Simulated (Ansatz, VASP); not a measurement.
Two plane-wave programs on W

The input INCAR:

```
SYSTEM = W
  ALGO = Fast
  EDIFF = 1E-7
  ENCUT = 520
  GGA = PE
  ISIF = 2
  ISMEAR = 0
  LASPH = .True.
  LCHARG = .True.
  LELF = .True.
  LREAL = .False.
  LVHAR = .True.
  LWAVE = .False.
  NBANDS = 13
  NELM = 60
  PREC = Accurate
  SIGMA = 0.1
```

File KPOINTS:

```
k-points
0
Gamma
  18 18 18
  0 0 0
```

File POSCAR:

```
W
1.0
   -1.6603773770      1.6603773770      1.6603773770
    1.6603773770     -1.6603773770      1.6603773770
    1.6603773770      1.6603773770     -1.6603773770
W
1
Direct
    0.0000000000      0.0000000000      0.0000000000
```

Input for Ansatz:

```yaml
crystal:
  lattice:
    - [-1.660377377, 1.660377377, 1.660377377]
    - [1.660377377, -1.660377377, 1.660377377]
    - [1.660377377, 1.660377377, -1.660377377]
  atoms:
    - { symbol: W, position: [0.0, 0.0, 0.0] }
basis:
  ecutwfc: 420
kpoints:
  mp_grid: { grid: [18, 18, 18] }
hamiltonian:
  xc: pbe
scf:
  occupations: { method: gaussian, width: 0.1 }
output:
  forces: true
  stress: true
  eigenvalues: true
```

Alike in both runs: task single point; functional PBE; k mesh 18 × 18 × 18; occupations gaussian, width 0.1 eV; no spin polarisation.

|  | VASP | Ansatz |
| --- | --- | --- |
| version | VASP 6.6.1 | Ansatz 0.2.0 |
| potentials or method | VASP PAW PBE potentials, release 64 (W_sv), cutoff 520 eV | scalar-relativistic, plane waves, PAW |
| valence electrons in the cell | 14 | 14 |

VASP gave:

| Item | Value |
| --- | --- |
| gap on the k mesh at the Fermi level (eV) | none |
| pressure (GPa) | -29.0 |

What did Ansatz give for the same quantities?

gap on the k mesh at the Fermi level (eV): none; pressure (GPa): -29.2.

A gap of «none» marks a metal or a gap that the smearing closes. Both programs put the cell under strong tension, so it lies far from rest at this level.

Spin-orbit coupling is off throughout.
